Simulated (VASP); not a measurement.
# Ca (Cmcm) in VASP: notebook

Ca is run at these levels: r2SCAN, HSE06; tasks: single point.

Everything below comes from runs of VASP 6.6.1. Logs are shortened: lines on timing, memory, paths and dates and some standing lists are left out, and cuts for length are marked.

## 1. The cell of the first run

It takes space group Cmcm (No. 63, orthorhombic). Conventional cell: a = 3.943 Å, b = 6.791 Å, c = 6.509 Å, α = 90.00°, β = 90.00°, γ = 90.00°. Ca (site symmetry m2m) has 12 Ca at 3.93 to 3.98 Å within 5.2 Å.

## 2. Single point, r2SCAN

File POSCAR:

```
Ca
1.0
    1.9712759950     -3.3954901800      0.0000000000
    1.9712759950      3.3954901800      0.0000000000
    0.0000000000      0.0000000000      6.5091117400
Ca
2
Direct
    0.1644134000      0.8355866000      0.7500000000
    0.8355866000      0.1644134000      0.2500000000
```

File INCAR.step1:

```
ALGO = Normal
EDIFF = 1E-4
ENCUT = 520
GGA = PE
ISMEAR = 1
LASPH = True
LCHARG = False
LREAL = False
LWAVE = True
NBANDS = 17
NELM = 60
PREC = Accurate
SIGMA = 0.1
```

File INCAR.step2:

```
ALGO = Normal
EDIFF = 1E-6
ENCUT = 520
ISIF = 2
ISMEAR = 1
ISTART = 1
LASPH = True
LCHARG = True
LELF = True
LMIXTAU = True
LREAL = False
LVHAR = True
LWAVE = False
METAGGA = R2SCAN
NBANDS = 17
NELM = 60
PREC = Accurate
SIGMA = 0.1
```

File KPOINTS:

```
k-points
0
Gamma
  7 7 4
```

Potentials or basis: VASP PAW PBE potentials, release 64 (Ca_sv).

Run with:

```
cat potpaw_PBE.64/Ca_sv/POTCAR > POTCAR
cp INCAR.step1 INCAR
mpirun -np 1 vasp_std > vasp.out
cp INCAR.step2 INCAR
mpirun -np 1 vasp_std > vasp.out
```

OUTCAR:

```text
EDIFF = 1E-6
   ENCUT = 520
   ISIF = 2
   ISMEAR = 1
   ISTART = 1
   LASPH = True
   LREAL = False
   METAGGA = R2SCAN
   NELM = 60
   PREC = Accurate

 ion  position               nearest neighbor table
   1  0.164  0.836  0.750-
   2  0.836  0.164  0.250-

  LATTYP: Found a base centered orthorhombic cell.
 ALAT       =     3.9425519900
 B/A-ratio  =     1.7224834009
 C/A-ratio  =     1.6509894496

  Lattice vectors:

 A1 = (   1.9712759950,  -3.3954901800,   0.0000000000)
 A2 = (   1.9712759950,   3.3954901800,   0.0000000000)
 A3 = (   0.0000000000,   0.0000000000,   6.5091117400)

Analysis of symmetry for initial positions (statically):
=====================================================================
 Subroutine PRICEL returns:
 Original cell was already a primitive cell.

 Routine SETGRP: Setting up the symmetry group for a
 base centered orthorhombic supercell.

 Subroutine GETGRP returns: Found  8 space group operations
 (whereof  4 operations were pure point group operations)
 out of a pool of  8 trial point group operations.

The static configuration has the point symmetry C_2h.
 The point group associated with its full space group is D_2h.

Analysis of symmetry for dynamics (positions and initial velocities):
=====================================================================
 Subroutine PRICEL returns:
 Original cell was already a primitive cell.

 Routine SETGRP: Setting up the symmetry group for a
 base centered orthorhombic supercell.

 Subroutine GETGRP returns: Found  8 space group operations
 (whereof  4 operations were pure point group operations)
 out of a pool of  8 trial point group operations.

The dynamic configuration has the point symmetry C_2h.
 The point group associated with its full space group is D_2h.

 Subroutine INISYM returns: Found  8 space group operations
 (whereof  4 operations are pure point group operations),
 and found     1 'primitive' translations

----------------------------------------------------------------------------------------

                                     Primitive cell

  volume of cell :      87.1368

[... 82 lines left out ...]
   ISPIN  =      1    spin polarized calculation?
   LNONCOLLINEAR =      F non collinear calculations
   LSORBIT =      F    spin-orbit coupling
   LASPH  =      T    aspherical Exc in radial PAW
   ENCUT  =  520.0 eV  38.22 Ry    6.18 a.u.   7.30  7.30 12.10*2*pi/ulx,y,z
   NELM   =     60;   NELMIN=  2; NELMDL=  0     # of ELM steps
   EDIFF  = 0.1E-05   stopping-criterion for ELM
   LREAL  =      F    real-space projection
   EDIFFG = 0.1E-04   stopping-criterion for IOM
   NSW    =      0    number of steps for IOM
   IBRION =     -1    ionic relax: 0-MD 1-quasi-New 2-CG
   NFREE  =      0    steps in history (QN), initial steepest desc. (CG)
   ISIF   =      2    stress and relaxation
   ISYM   =      2    0-nonsym 1-usesym 2-fastsym
   POTIM  = 0.5000    time-step for ionic-motion
   TEBEG  =    0.0;   TEEND  =   0.0 temperature during run
   PSTRESS=    0.0 pullay stress
   NELECT =      20.0000    total number of electrons
   NUPDOWN=      -1.0000    fix difference up-down
   EMIN   =  10.00;   EMAX   =-10.00  energy-range for DOS
   EFERMI =   0.00;   METHOD = LEGACY
   ISMEAR =     1;   SIGMA  =   0.10  broadening in eV -4-tet -1-fermi 0-gaus
   EFERMI_NEDOS =   21; number of points for ismear=-14 and -15
   IALGO  =     38    algorithm
   IMIX   =      4    mixing-type and parameters
     AMIX     =   0.40;   BMIX     =  1.00
     AMIX_MAG =   1.60;   BMIX_MAG =  1.00
  volume/ion in A,a.u.               =      43.57       294.01
  Fermi-wavevector in a.u.,A,eV,Ry     =   1.002346  1.894159 13.669737  1.004697
  Thomas-Fermi vector in A             =   2.134827
   LORBIT       =      0    0 simple, 1 ext, 2 COOP (PROOUT), +10 PAW based schemes
   METAGGA = R2SCAN    functional components
   LHFCALC =     F    Hartree Fock is set to
   AEXX    =    0.0000 exact exchange contribution
   IVDW    =     0    specifies the selected vdW correction
   LEPSILON=     F    determine dielectric tensor
   LRPA    =     F    only Hartree local field effects (RPA)
 non-spin polarized calculation
 Methfessel and Paxton  Order N= 1 SIGMA  =   0.10
  energy-cutoff  :      520.00
  volume of cell :       87.14
 maximum number of plane-waves:      2378
 NGX is ok and might be reduce to    30
   NGX = 15   NGY = 15   NGZ = 25

 number of electron      20.0000001 magnetization

 Free energy of the ion-electron system (eV)
  ---------------------------------------------------
  ext. energy  EPLUGINS =         0.00000000
  ---------------------------------------------------
  free energy    TOTEN  =       -14.05990671 eV

  energy without entropy =      -14.05817207  energy(sigma->0) =      -14.05932850

 E-fermi :   1.9789     XC(G=0):  -8.1193

 val. band max:        1.9738136256   @ k =   0.4286   0.0000   0.2500
 cond. band min:       1.9848167310   @ k =   0.4286   0.1429   0.5000
 fundamental gap:      0.0110031054
 Fermi energy:         1.9788545978

 k-point     1 :       0.0000    0.0000    0.0000
  band No.  band energies     occupation
      1     -41.9802      2.00000
      2     -41.9684      2.00000
      3     -22.1312      2.00000
      4     -22.0320      2.00000
      5     -22.0286      2.00000
      6     -22.0145      2.00000
[... 457 lines left out ...]
      4     -22.1088      2.00000
      5     -22.0682      2.00000
      6     -22.0585      2.00000
[... 9 lines left out ...]
     16       5.4174      0.00000
     17       5.8352      0.00000

 [... further k-points ...]

------------------------ aborting loop because EDIFF is reached ----------------------------------------

  FORCE on cell =-STRESS in cart. coord.  units (eV):
  Direction    XX          YY          ZZ          XY          YZ          ZX
  --------------------------------------------------------------------------------------
  -------------------------------------------------------------------------------------
  Total       -0.0438246      0.0225908      0.1516735      0.0000000      0.0000000      0.0000000
  in kB       -0.8057984      0.4153756      2.7888078      0.0000000      0.0000000      0.0000000
  external PRESSURE =       0.7994617 kB  Pullay stress =       0.0000000 kB

 VOLUME and BASIS-vectors are now :
 -----------------------------------------------------------------------------
  energy-cutoff  :      520.00
  volume of cell :       87.14
      direct lattice vectors                 reciprocal lattice vectors
     1.971275995 -3.395490180  0.000000000     0.253642819 -0.147254144  0.000000000
     1.971275995  3.395490180  0.000000000     0.253642819  0.147254144  0.000000000
     0.000000000  0.000000000  6.509111740     0.000000000  0.000000000  0.153630793

 POSITION                                       TOTAL-FORCE (eV/Angst)
 -----------------------------------------------------------------------------------
      1.97128      2.27896      4.88183         0.000000     -0.015373      0.000000
      1.97128     -2.27896      1.62728         0.000000      0.015373     -0.000000
 -----------------------------------------------------------------------------------
    total drift:                                0.000000     -0.000000      0.000000

  FREE ENERGIE OF THE ION-ELECTRON SYSTEM (eV)
  ---------------------------------------------------
  free  energy   TOTEN  =       -14.0599067134 eV

  energy  without entropy=      -14.0581720707  energy(sigma->0) =      -14.05932850
```

OUTCAR.step1:

```text
EDIFF = 1E-4
   ENCUT = 520
   GGA = PE
   ISMEAR = 1
   LASPH = True
[... 705 lines left out ...]
 -----------------------------------------------------------------------------------
      1.97128      2.27896      4.88183         0.000000     -0.014526     -0.000000
      1.97128     -2.27896      1.62728         0.000000      0.014526      0.000000
 -----------------------------------------------------------------------------------
    total drift:                                0.000000     -0.000000      0.000000

  FREE ENERGIE OF THE ION-ELECTRON SYSTEM (eV)
  ---------------------------------------------------
  free  energy   TOTEN  =        -3.8557611085 eV

  energy  without entropy=       -3.8551722407  energy(sigma->0) =       -3.85556482
```

It took 94 s on 1 thread of Intel Xeon 6975P-C (Granite Rapids), shared host; peak memory 0.24 GiB.

What came out:

```yaml
Free_energy: -14.0599 eV
Pressure: 0.1 GPa
Largest_force: 0.015 eV/Å
Band_gap_on_the_k_mesh: zero (bands 10 and 11 overlap by 0.64 eV)
```

Forces on the atoms (eV/Å):
```
Ca   0.000 -0.015  0.000
Ca   0.000  0.015  0.000
```

Stress tensor (GPa, compression positive):
```
-0.08  0.00  0.00
 0.00  0.04  0.00
 0.00  0.00  0.28
```

Caveat: the PAW data sets were made with another functional, which shifts forces and pressure a little.

## 3. Single point, r2SCAN

POSCAR is that of step 2.

File INCAR.step1:

```
SYSTEM = Ca
  PREC = Accurate
  ENCUT = 520
  ISMEAR = 1
  SIGMA = 0.1
  LREAL = .False.
  LASPH = .True.
  NELM = 80
  NBANDS = 17
  GGA = PE
  ALGO = Normal
  EDIFF = 1E-4
  LWAVE = .True.
  LCHARG = .False.
```

File INCAR.step2:

```
SYSTEM = Ca
  PREC = Accurate
  ENCUT = 520
  EDIFF = 1E-6
  ISMEAR = 1
  SIGMA = 0.1
  LREAL = .False.
  LASPH = .True.
  NELM = 80
  ALGO = Normal
  ISIF = 2
  LWAVE = .False.
  LCHARG = .False.
  METAGGA = R2SCAN
  LMIXTAU = .True.
  NBANDS = 17
  ISTART = 1
```

File KPOINTS:

```
Automatic mesh
0
Gamma
  7 7 4
  0 0 0
```

Potentials or basis: VASP PAW PBE potentials, release 64 (Ca_sv).

Run with:

```
cat potpaw_PBE.64/Ca_sv/POTCAR > POTCAR
cp INCAR.step1 INCAR
mpirun -np 1 vasp_std > vasp.out
cp INCAR.step2 INCAR
mpirun -np 1 vasp_std > vasp.out
```

It took 98 s on 1 thread of Intel Xeon 6975P-C (Granite Rapids), shared host; peak memory 0.24 GiB.

Results (log left out):

```yaml
Free_energy: -14.0599 eV
Pressure: 0.1 GPa
Largest_force: 0.015 eV/Å
Band_gap_on_the_k_mesh: zero (bands 10 and 11 overlap by 0.64 eV)
```

Forces on the atoms (eV/Å):
```
Ca   0.000 -0.015  0.000
Ca   0.000  0.015  0.000
```

Stress tensor (GPa, compression positive):
```
-0.08  0.00  0.00
 0.00  0.04  0.00
 0.00  0.00  0.28
```

Levels at points of the mesh, in eV from the Fermi level:
| k point | band 8 | band 9 | band 10 | band 11 | band 12 | band 13 |
| --- | --- | --- | --- | --- | --- | --- |
| (0.00, 0.00, 0.00) | -23.98 | -4.34 | -1.10 | -0.48 | 2.47 | 2.52 |
| (0.00, 0.00, 0.50) | -24.00 | -3.31 | -3.31 | 1.48 | 1.48 | 2.51 |

Caveat: the PAW data sets were made with another functional, which shifts forces and pressure a little.

## 4. Single point, HSE06

POSCAR is that of step 3.

File INCAR.step1:

```
PREC = Accurate ; ENCUT = 520
EDIFF = 1E-5 ; ISMEAR = 0
SIGMA = 0.05 ; LREAL = F
LASPH = T ; NELM = 80
ALGO = Normal ; ISIF = 2
LWAVE = T ; GGA = PE
NBANDS = 17
```

File INCAR.step2:

```
PREC = Accurate ; ENCUT = 520
EDIFF = 1E-7 ; ISMEAR = 0
SIGMA = 0.05 ; LREAL = F
LASPH = T ; NELM = 80
ALGO = Normal ; ISIF = 2
LWAVE = F ; LCHARG = T
GGA = PE ; LHFCALC = T
HFSCREEN = 0.2079 ; PRECFOCK = Normal
LELF = T ; LVHAR = T
ISTART = 1 ; NBANDS = 17
```

File KPOINTS:

```
Automatic mesh
0
Gamma
  4 4 2
```

Run with:

```
cat potpaw_PBE.64/Ca_sv/POTCAR > POTCAR
cp INCAR.step1 INCAR
mpirun -np 1 vasp_std > vasp.out
cp INCAR.step2 INCAR
mpirun -np 1 vasp_std > vasp.out
```

Wall time 7.6 min (1 thread of Intel Xeon 6975P-C (Granite Rapids), shared host); peak memory 0.31 GiB.

The run converged. Its results:

- Free energy: -3.6651 eV
- Pressure: 0.2 GPa
- Largest force: 0.020 eV/Å
- Band gap on the k mesh: zero (bands 10 and 11 overlap by 1.13 eV)

Forces in eV/Å, atoms in the order of the input:
```
Ca   0.000 -0.020  0.000
Ca   0.000  0.020  0.000
```

Stress tensor (GPa, compression positive):
```
-0.77  0.00  0.00
 0.00 -0.44  0.00
 0.00  0.00  1.78
```

Levels at points of the mesh, in eV from the Fermi level:
| k point | band 7 | band 8 | band 9 | band 10 | band 11 | band 12 | band 13 | band 14 |
| --- | --- | --- | --- | --- | --- | --- | --- | --- |
| (0.00, 0.00, 0.00) | -25.04 | -25.02 | -4.67 | -1.04 | -0.44 | 3.20 | 3.26 | 3.30 |
| (0.50, 0.00, 0.00) | -25.06 | -25.05 | -1.07 | -0.74 | 0.69 | 0.99 | 1.88 | 2.51 |
| (0.50, 0.50, 0.00) | -25.06 | -25.05 | -1.03 | -0.73 | 0.72 | 1.01 | 1.84 | 2.50 |
| (0.00, 0.00, 0.50) | -25.05 | -25.05 | -3.54 | -3.54 | 2.00 | 2.00 | 3.26 | 3.26 |
| (0.50, 0.00, 0.50) | -25.06 | -25.06 | -0.49 | -0.49 | 0.19 | 0.19 | 2.23 | 2.23 |
| (0.50, 0.50, 0.50) | -25.06 | -25.06 | -0.48 | -0.48 | 0.22 | 0.22 | 2.21 | 2.21 |

Caveat: the k points lie up to 0.48 Å⁻¹ apart, too coarse for converged energies and pressures of a metal; the PAW data sets were made with another functional, which shifts forces and pressure a little.

The gap in the log of VASP goes by the Fermi energy; the results here count the filled bands.